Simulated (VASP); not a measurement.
CdTe:

```xyz
2
Lattice="0.0000 3.2050 3.2050 3.2050 0.0000 3.2050 3.2050 3.2050 0.0000" Properties=species:S:1:pos:R:3 pbc="T T T"
Te    4.8075    4.8075    4.8075
Cd    0.0000    0.0000    0.0000
```

| Property | Result |
| --- | --- |
| Program | VASP 6.6.1 |
| Task | relaxation of cell and atoms |
| Functional | PBE |
| Dispersion | D3(BJ) |
| Potentials or basis | VASP PAW PBE potentials, release 64 (Te, Cd) |
| Cutoff | 600 eV |
| k mesh | 7 × 7 × 7 |
| Occupations | fermi-dirac, width 0.05 eV |
| Spin | no spin polarisation |

At the start: pressure 2.3 GPa; volume 32.92 Å³/atom.

Question: How do energy, volume and symmetry change on relaxing?

Answer: Over 3 steps the energy falls by 12.2 meV/atom and the volume is 34.67 Å³/atom (+5.3 %); space group F-43m (No. 216, to 0.05 Å).

The path:
```csv
step,energy change (eV),largest force (eV/Å),pressure (GPa),volume (Å³)
1,0.0000,0.0000,2.35,65.84
2,-0.0219,0.0000,-0.65,70.55
3,-0.0244,0.0000,0.01,69.35
```

Final structure:
```
Te Cd
1.0
     0.00000    3.26084    3.26084
     3.26084    0.00000    3.26084
     3.26084    3.26084    0.00000
Te Cd
1 1
Direct
  0.75000 0.75000 0.75000
  0.00000 0.00000 0.00000
```
